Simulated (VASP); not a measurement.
Se: single point with PBE

Crystal: Se.

```
Se
1.0
    -1.74496    1.74496    1.74496
     1.74496   -1.74496    1.74496
     1.74496    1.74496   -1.74496
Se
1
Direct
  0.00000 0.00000 0.00000
```

This cell differs from its parent crystal: strained.

```yaml
Program: VASP 6.6.1
Task: single point
Functional: PBE
Potentials_or_basis: VASP PAW PBE potentials, release 64 (Se)
Cutoff: 520 eV
k_mesh: 18 × 18 × 18
Occupations: gaussian, width 0.1 eV
Spin: no spin polarisation
Dipole_correction: no
Further_INCAR_settings: ALGO = Normal; EDIFF = 1e-07; NBANDS = 9
```

The pressure is -2.8 GPa and the band gap on the k mesh is zero (bands 3 and 4 overlap by 5.79 eV).

Levels at points of the mesh, in eV from the Fermi level:
```tsv
k point	band 1	band 2	band 3	band 4	band 5	band 6	band 7	band 8
(0.00, 0.00, 0.00)	-15.78	2.69	2.69	2.69	10.51	12.24	12.24	12.24
(0.50, 0.00, 0.00)	-12.64	-6.32	-0.05	1.94	6.83	8.34	17.08	17.54
(0.50, 0.50, 0.50)	-10.51	-3.10	-3.10	-3.10	4.25	4.25	22.08	22.08
```

Wall time 34 s on 1 thread of Intel Xeon 8259CL, with other jobs on the host, peak memory 0.16 GiB.

Caveat: the cell differs from its parent crystal (strained).
